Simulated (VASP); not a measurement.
# Hg (Im-3m) in VASP: a series of runs

The runs below take Hg through single point, with HSE06, PBE.

Program: VASP 6.6.1. These are calculated values, not measurements. Logs are shortened: lines on timing, memory, paths and dates and some standing lists are left out, and cuts for length are marked.

### 1 The cell of the first run

It takes space group Im-3m (No. 229, cubic). Conventional cell: a = 3.812 Å, b = 3.812 Å, c = 3.812 Å, α = 90.00°, β = 90.00°, γ = 90.00°. Within 4.3 Å of Hg (site symmetry m-3m) lie 14 Hg at 3.30 to 3.81 Å.

### 2 Single point, HSE06

POSCAR reads:

```
Hg
1.0
   -1.9060186524      1.9060186524      1.9060186524
    1.9060186524     -1.9060186524      1.9060186524
    1.9060186524      1.9060186524     -1.9060186524
Hg
1
Direct
    0.0000000000      0.0000000000      0.0000000000
```

INCAR.step1 reads:

```
ALGO = Normal ; EDIFF = 1E-5
ENCUT = 520 ; GGA = PE
ISIF = 2 ; ISMEAR = 0
LASPH = True ; LCHARG = False
LREAL = False ; LWAVE = True
NBANDS = 12 ; NELM = 100
PREC = Accurate ; SIGMA = 0.05
```

INCAR.step2 reads:

```
ALGO = Normal ; EDIFF = 1E-6
ENCUT = 520 ; GGA = PE
HFSCREEN = 0.2079 ; ISIF = 2
ISMEAR = 0 ; ISTART = 1
LASPH = True ; LCHARG = False
LHFCALC = True ; LREAL = False
LWAVE = False ; NBANDS = 12
NELM = 100 ; PREC = Accurate
PRECFOCK = Normal ; SIGMA = 0.05
```

KPOINTS reads:

```
k-points
0
Gamma
  8 8 8
```

Potentials or basis: VASP PAW PBE potentials, release 64 (Hg).

Started as:

```bash
> cat potpaw_PBE.64/Hg/POTCAR > POTCAR
> cp INCAR.step1 INCAR
> mpirun -np 1 vasp_std > vasp.out
> cp INCAR.step2 INCAR
> mpirun -np 1 vasp_std > vasp.out
```

OUTCAR:

```text
EDIFF = 1E-6
   ENCUT = 520
   GGA = PE
   HFSCREEN = 0.2079
   ISIF = 2
   ISMEAR = 0
   ISTART = 1
   LASPH = True
   LHFCALC = True
   LREAL = False
   NELM = 100
   PREC = Accurate
   PRECFOCK = Normal

 ion  position               nearest neighbor table
   1  0.000  0.000  0.000-

  LATTYP: Found a body centered cubic cell.
 ALAT       =     3.8120373048

  Lattice vectors:

 A1 = (  -1.9060186524,   1.9060186524,   1.9060186524)
 A2 = (   1.9060186524,  -1.9060186524,   1.9060186524)
 A3 = (   1.9060186524,   1.9060186524,  -1.9060186524)

Analysis of symmetry for initial positions (statically):
=====================================================================
 Subroutine PRICEL returns:
 Original cell was already a primitive cell.

 Routine SETGRP: Setting up the symmetry group for a
 body centered cubic supercell.

 Subroutine GETGRP returns: Found 48 space group operations
 (whereof 48 operations were pure point group operations)
 out of a pool of 48 trial point group operations.

The static configuration has the point symmetry O_h .

Analysis of symmetry for dynamics (positions and initial velocities):
=====================================================================
 Subroutine PRICEL returns:
 Original cell was already a primitive cell.

 Routine SETGRP: Setting up the symmetry group for a
 body centered cubic supercell.

 Subroutine GETGRP returns: Found 48 space group operations
 (whereof 48 operations were pure point group operations)
 out of a pool of 48 trial point group operations.

The dynamic configuration has the point symmetry O_h .

 Subroutine INISYM returns: Found 48 space group operations
 (whereof 48 operations are pure point group operations),
 and found     1 'primitive' translations

----------------------------------------------------------------------------------------

                                     Primitive cell

  volume of cell :      27.6976

  direct lattice vectors                    reciprocal lattice vectors
    -1.906018652  1.906018652  1.906018652     0.000000000  0.262326919  0.262326919
     1.906018652 -1.906018652  1.906018652     0.262326919  0.000000000  0.262326919
     1.906018652  1.906018652 -1.906018652     0.262326919  0.262326919  0.000000000

  length of vectors
     3.301321146  3.301321146  3.301321146     0.370986286  0.370986286  0.370986286

  position of ions in fractional coordinates (direct lattice)
     0.000000000  0.000000000  0.000000000

  ion indices of the primitive-cell ions
   primitive index   ion index
                 1           1

----------------------------------------------------------------------------------------

 KPOINTS: k-points

Automatic generation of k-mesh.
 Grid dimensions read from file:
 generate k-points for:    8    8    8

 Generating k-lattice:

  Cartesian coordinates                     Fractional coordinates (reciprocal lattice)
     0.000000000  0.032790865  0.032790865     0.125000000  0.000000000  0.000000000
     0.032790865  0.000000000  0.032790865     0.000000000  0.125000000  0.000000000
     0.032790865  0.032790865  0.000000000     0.000000000  0.000000000  0.125000000

  Length of vectors
     0.046373286  0.046373286  0.046373286

  Shift w.r.t. Gamma in fractional coordinates (k-lattice)
     0.000000000  0.000000000  0.000000000

 Subroutine IBZKPT returns following result:
 ===========================================

 Found     29 irreducible k-points:

 Following reciprocal coordinates:
            Coordinates               Weight
  0.000000  0.000000  0.000000      1.000000
  0.125000  0.000000  0.000000     12.000000
  0.250000  0.000000  0.000000     12.000000
  0.375000  0.000000  0.000000     12.000000
  0.500000  0.000000  0.000000      6.000000
  0.125000  0.125000  0.000000     24.000000
[... 16 lines left out ...]
 -0.250000  0.250000  0.250000      6.000000
 -0.375000  0.375000  0.250000     24.000000
 [... further k-points ...]
   k-points           NKPTS =     29   k-points in BZ     NKDIM =    512   number of bands    NBANDS=     12
   number of dos      NEDOS =    301   number of ions     NIONS =      1
   total plane-waves  NPLWV =  21952
   dimension x,y,z NGX =    28 NGY =   28 NGZ =   28
   dimension x,y,z NGXF=    56 NGYF=   56 NGZF=   56
   ions per type =               1
   NGX,Y,Z   is equivalent  to a cutoff of  14.10, 14.10, 14.10 a.u.
   NGXF,Y,Z  is equivalent  to a cutoff of  28.20, 28.20, 28.20 a.u.
 SYSTEM =  unknown system
   PREC   = accura    normal or accurate (medium, high low for compatibility)
   ISTART =      1    job   : 0-new  1-cont  2-samecut
   ICHARG =      0    charge: 1-file 2-atom 10-const
   ISPIN  =      1    spin polarized calculation?
   LNONCOLLINEAR =      F non collinear calculations
   LSORBIT =      F    spin-orbit coupling
   LASPH  =      T    aspherical Exc in radial PAW
   ENCUT  =  520.0 eV  38.22 Ry    6.18 a.u.   6.14  6.14  6.14*2*pi/ulx,y,z
   NELM   =    100;   NELMIN=  2; NELMDL=  0     # of ELM steps
   EDIFF  = 0.1E-05   stopping-criterion for ELM
   LREAL  =      F    real-space projection
   EDIFFG = 0.1E-04   stopping-criterion for IOM
   NSW    =      0    number of steps for IOM
   IBRION =     -1    ionic relax: 0-MD 1-quasi-New 2-CG
   NFREE  =      0    steps in history (QN), initial steepest desc. (CG)
   ISIF   =      2    stress and relaxation
   ISYM   =      3    0-nonsym 1-usesym 2-fastsym
   POTIM  = 0.5000    time-step for ionic-motion
   TEBEG  =    0.0;   TEEND  =   0.0 temperature during run
   PSTRESS=    0.0 pullay stress
   NELECT =      12.0000    total number of electrons
   NUPDOWN=      -1.0000    fix difference up-down
   EMIN   =  10.00;   EMAX   =-10.00  energy-range for DOS
   EFERMI =   0.00;   METHOD = LEGACY
   ISMEAR =     0;   SIGMA  =   0.05  broadening in eV -4-tet -1-fermi 0-gaus
   EFERMI_NEDOS =   21; number of points for ismear=-14 and -15
   IALGO  =     38    algorithm
   IMIX   =      1    mixing-type and parameters
     AMIX     =   0.40;   BMIX     =  1.00
     AMIX_MAG =   1.60;   BMIX_MAG =  1.00
  volume/ion in A,a.u.               =      27.70       186.91
  Fermi-wavevector in a.u.,A,eV,Ry     =   1.238763  2.340922 20.878588  1.534533
  Thomas-Fermi vector in A             =   2.373274
   LORBIT       =      0    0 simple, 1 ext, 2 COOP (PROOUT), +10 PAW based schemes
   GGA     = PE    functional components
   LHFCALC =     T    Hartree Fock is set to
   PRECFOCK=normal    Normal, Fast or Accurate (Low or Medium for compatibility)
   ENCUT4O =  -1.0   cutoff for four orbital integrals eV
   NKREDX  =     1    reduce k-point grid by
   NKREDY  =     1    reduce k-point grid by
   NKREDZ  =     1    reduce k-point grid by
   AEXX    =    0.2500 exact exchange contribution
   HFSCREEN=    0.2079 screening length (either q_TF or 0.3 A-1)
   HFSCREENC=   0.2079 screening length for correlation (either q_TF or 0.3 A-1)
   ENCUTFOCK=  -1.0 apply spherical cutoff to Coloumb kernel
   IVDW    =     0    specifies the selected vdW correction
   LEPSILON=     F    determine dielectric tensor
   LRPA    =     F    only Hartree local field effects (RPA)
 non-spin polarized calculation
 Gauss-broadening in eV      SIGMA  =   0.05
  energy-cutoff  :      520.00
  volume of cell :       27.70
 maximum number of plane-waves:       767
 NGX is ok and might be reduce to    28
  NGX = 20; NGY = 20; NGZ = 20

 number of electron      12.0000002 magnetization

 Free energy of the ion-electron system (eV)
  ---------------------------------------------------
  ext. energy  EPLUGINS =         0.00000000
  ---------------------------------------------------
  free energy    TOTEN  =        -0.24996051 eV

  energy without entropy =       -0.24931382  energy(sigma->0) =       -0.24963717

 E-fermi :   1.3176     XC(G=0):  -8.2676

 val. band max:        1.3101286404   @ k =   0.5000   0.5000   0.1250
 cond. band min:       2.0241608391   @ k =   0.3750   0.1250   0.1250
 fundamental gap:      0.7140321987
 Fermi energy:         1.3175684074

 k-point     1 :       0.0000    0.0000    0.0000
  band No.  band energies     occupation
      1      -7.3282      2.00000
      2      -6.5720      2.00000
      3      -6.5720      2.00000
      4      -6.5720      2.00000
      5      -5.8880      2.00000
      6      -5.8880      2.00000
      7      16.8223      0.00000
      8      16.8223      0.00000
      9      16.8223      0.00000
     10      16.8367      0.00000
     11      16.8367      0.00000
     12      16.8367      0.00000

 k-point     2 :       0.1250    0.0000    0.0000
  band No.  band energies     occupation
      1      -6.9604      2.00000
      2      -6.6227      2.00000
      3      -6.4957      2.00000
      4      -6.4157      2.00000
      5      -5.9343      2.00000
      6      -5.8856      2.00000
      7      13.3060      0.00000
      8      15.3849      0.00000
      9      15.4606      0.00000
     10      16.3636      0.00000
     11      16.7326      0.00000
     12      17.3034      0.00000

 k-point     3 :       0.2500    0.0000    0.0000
  band No.  band energies     occupation
      1      -6.8394      2.00000
      2      -6.7432      2.00000
      3      -6.0154      2.00000
      4      -5.9894      2.00000
      5      -5.8775      2.00000
      6      -5.3216      2.00000
      7       8.5464      0.00000
      8      13.2361      0.00000
      9      13.5030      0.00000
     10      15.7971      0.00000
     11      16.5681      0.00000
     12      18.6816      0.00000
[... 286 lines left out ...]
 k-point    23 :      -0.2500    0.2500    0.2500
  band No.  band energies     occupation
      1      -6.4753      2.00000
      2      -6.3213      2.00000
      3      -6.2397      2.00000
      4      -6.2397      2.00000
      5      -6.0446      2.00000
      6      -3.5865      2.00000
      7       9.0809      0.00000
      8       9.8956      0.00000
      9       9.8956      0.00000
     10      12.6628      0.00000
     11      20.7092      0.00000
     12      20.7092      0.00000

 k-point    24 :      -0.3750    0.3750    0.2500
  band No.  band energies     occupation
      1      -6.7036      2.00000
      2      -6.5002      2.00000
      3      -6.2416      2.00000
      4      -6.0353      2.00000
      5      -5.6492      2.00000
      6      -1.4642      2.00000
      7       5.6041      0.00000
      8       8.3915      0.00000
      9       9.7582      0.00000
     10      13.1308      0.00000
     11      17.9702      0.00000
     12      20.7230      0.00000

 [... further k-points ...]

------------------------ aborting loop because EDIFF is reached ----------------------------------------

  FORCE on cell =-STRESS in cart. coord.  units (eV):
  Direction    XX          YY          ZZ          XY          YZ          ZX
  --------------------------------------------------------------------------------------
  -------------------------------------------------------------------------------------
  Total        0.0245681      0.0245681      0.0245681     -0.0000000     -0.0000000      0.0000000
  in kB        1.4211522      1.4211522      1.4211522     -0.0000000     -0.0000000      0.0000000
  external PRESSURE =       1.4211522 kB  Pullay stress =       0.0000000 kB

 VOLUME and BASIS-vectors are now :
 -----------------------------------------------------------------------------
  energy-cutoff  :      520.00
  volume of cell :       27.70
      direct lattice vectors                 reciprocal lattice vectors
    -1.906018652  1.906018652  1.906018652     0.000000000  0.262326919  0.262326919
     1.906018652 -1.906018652  1.906018652     0.262326919  0.000000000  0.262326919
     1.906018652  1.906018652 -1.906018652     0.262326919  0.262326919  0.000000000

 POSITION                                       TOTAL-FORCE (eV/Angst)
 -----------------------------------------------------------------------------------
      0.00000      0.00000      0.00000        -0.000000      0.000000     -0.000000
 -----------------------------------------------------------------------------------
    total drift:                               -0.000000     -0.000000     -0.000000

  FREE ENERGIE OF THE ION-ELECTRON SYSTEM (eV)
  ---------------------------------------------------
  free  energy   TOTEN  =        -0.2499605065 eV

  energy  without entropy=       -0.2493138241  energy(sigma->0) =       -0.24963717
```

It took 30 min on 1 thread of Intel Xeon 6975P-C (Granite Rapids), shared host; peak memory 0.29 GiB.

Results:

```yaml
Free_energy: -0.2500 eV
Pressure: 0.1 GPa
Band_gap_on_the_k_mesh: zero (bands 6 and 7 overlap by 3.39 eV)
```

Caveat: the PAW data sets were made with another functional, which shifts forces and pressure a little; spin-orbit coupling is left out, which moves the levels of the heavy elements.

[end of part 1 of 2]
